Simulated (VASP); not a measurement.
A run of VASP 6.6.1 is set up as follows.

INCAR

```
ALGO = Normal
EDIFF = 1E-7
ENCUT = 520
GGA = PE
ISIF = 2
ISMEAR = 0
LASPH = T
LCHARG = F
LREAL = F
LWAVE = F
NBANDS = 15
NELM = 80
PREC = Accurate
SIGMA = 0.05
```

Contents of KPOINTS:

```
k-points
0
Gamma
  8 8 8
```

Contents of POSCAR:

```
SrO
1.0
    0.0000000000      2.6982900000      2.5698000000
    2.6982900000      0.0000000000      2.5698000000
    2.6982900000      2.6982900000      0.0000000000
Sr O
1 1
Direct
    0.0000000000      0.0000000000      0.0000000000
    0.5000000000      0.5000000000      0.5000000000
```

Potentials or basis: VASP PAW PBE potentials, release 64 (Sr_sv, O).

Command:

```sh
$ cat potpaw_PBE.64/Sr_sv/POTCAR potpaw_PBE.64/O/POTCAR > POTCAR
$ mpirun -np 1 vasp_std > vasp.out
```

(1) What does it give for the band gap on the k mesh?

(2) What does it give for the pressure?

Results:

(1) 3.10 eV, indirect (least direct gap 3.20 eV).

(2) -4.0 GPa.

Caveat: the cell differs from its parent crystal (strain +0.050 along x and y, +0.000 along z).
